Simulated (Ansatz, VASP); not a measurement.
**ScSi3 in VASP and in Ansatz**

```xyz
4
Lattice="3.9656 0.0000 0.0000 0.0000 3.9656 0.0000 0.0000 0.0000 3.9656" Properties=species:S:1:pos:R:3 pbc="T T T"
Sc    0.0000    0.0000    0.0000
Si    0.0000    1.9828    1.9828
Si    1.9828    1.9828    0.0000
Si    1.9828    0.0000    1.9828
```

Alike in both runs: task single point; functional PBEsol; k mesh 8 × 8 × 8; occupations gaussian, width 0.05 eV; no spin polarisation.

|  | VASP | Ansatz |
| --- | --- | --- |
| version | VASP 6.6.1 | Ansatz 0.2.0 |
| potentials or method | VASP PAW PBE potentials, release 64 (Sc_sv, Si), cutoff 520 eV | scalar-relativistic, plane waves, PAW |
| valence electrons in the cell | 23 | 23 |

```tsv
	VASP	Ansatz	Ansatz less VASP
gap on the k mesh at the Fermi level (eV)	none	none	-
pressure (GPa)	-2.9	-3.2	-0.23
```

VASP's potentials were made for PBE, not for PBEsol. A gap of «none» marks a metal or a gap that the smearing closes.
